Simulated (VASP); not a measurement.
Here is a VASP 6.6.1 calculation.

POSCAR

```
TiAl3
1.0
    3.9426390832      0.0000000000      0.0000000000
    0.0000000000      3.9426390832      0.0000000000
    0.0000000000      0.0000000000      3.9426390832
Ti Al
1 3
Direct
    0.0000000000      0.0000000000      0.0000000000
    0.5000000000      0.5000000000      0.0000000000
    0.5000000000      0.0000000000      0.5000000000
    0.0000000000      0.5000000000      0.5000000000
```

INCAR.step1

```
ALGO = Normal ; EDIFF = 1E-4
ENCUT = 600 ; GGA = PE
ISMEAR = 0 ; LASPH = T
LCHARG = F ; LREAL = F
LWAVE = T ; NELM = 80
PREC = Accurate ; SIGMA = 0.1
```

The input INCAR.step2:

```
ALGO = Normal ; EDIFF = 1E-6
EDIFFG = -0.008 ; ENCUT = 600
IBRION = 2 ; ISIF = 3
ISMEAR = 0 ; ISTART = 1
LASPH = T ; LCHARG = F
LMIXTAU = T ; LREAL = F
LWAVE = F ; METAGGA = R2SCAN
NELM = 80 ; NSW = 70
PREC = Accurate ; PSTRESS = 10.0
SIGMA = 0.1
```

KPOINTS

```
k-points
0
Gamma
  10 10 10
```

Potentials or basis: VASP PAW PBE potentials, release 64 (Ti_sv, Al).

The run is started by

```bash
$ cat potpaw_PBE.64/Ti_sv/POTCAR potpaw_PBE.64/Al/POTCAR > POTCAR
$ cp INCAR.step1 INCAR
$ mpirun -np 1 vasp_std > vasp.out
$ cp INCAR.step2 INCAR
$ mpirun -np 1 vasp_std > vasp.out
```

(1) Estimate the band gap on the k mesh.

Results:

(1) zero (an odd number of electrons rules out a gap without spin polarisation).

Caveat: the relaxation stopped at its first step, so nothing moved.
